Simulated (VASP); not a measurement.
Wanted: the native input for a VASP 6.6.1 run.

```
Task                   : single point
Functional             : PBE
Potentials or basis    : VASP PAW PBE potentials, release 64 (Ca_sv)
Cutoff                 : 520 eV
k mesh                 : 9 × 9 × 9
Occupations            : gaussian, width 0.02 eV
Spin                   : no spin polarisation
Dipole correction      : no
Further INCAR settings : ALGO = Normal; EDIFF = 1e-06; NBANDS = 11
```

The structure of Ca lies in POSCAR:

```
Ca
1.0
   -2.0964874600      2.1017318100      2.4453524600
    2.0964874600     -2.1017318100      2.4453524600
    2.0964874600      2.1017318100     -2.4453524600
Ca
1
Direct
    0.5000000000      0.5000000000      0.0000000000
```

The input as run:

INCAR

```
SYSTEM = Ca
ALGO = Normal
EDIFF = 1E-6
ENCUT = 520
GGA = PE
ISIF = 2
ISMEAR = 0
LASPH = .True.
LCHARG = .True.
LELF = .True.
LREAL = .False.
LVHAR = .True.
LWAVE = .False.
NBANDS = 11
NELM = 100
PREC = Accurate
SIGMA = 0.02
```

KPOINTS

```
k-points
0
Gamma
  9 9 9
  0 0 0
```

Potentials or basis: VASP PAW PBE potentials, release 64 (Ca_sv).

Command:

```console
$ cat potpaw_PBE.64/Ca_sv/POTCAR > POTCAR
$ mpirun -np 1 vasp_std > vasp.out
```

It gave:

```json
{"Pressure": "-0.4 GPa", "Band gap on the k mesh": "zero (band 5 reaches 2.05 eV, above the bottom of band 6 at 1.78 eV)"}
```

It took 29 s on 1 thread of Intel(R) Xeon(R) 6975P-C (Granite Rapids), on a shared host, peak memory 0.2 GiB.
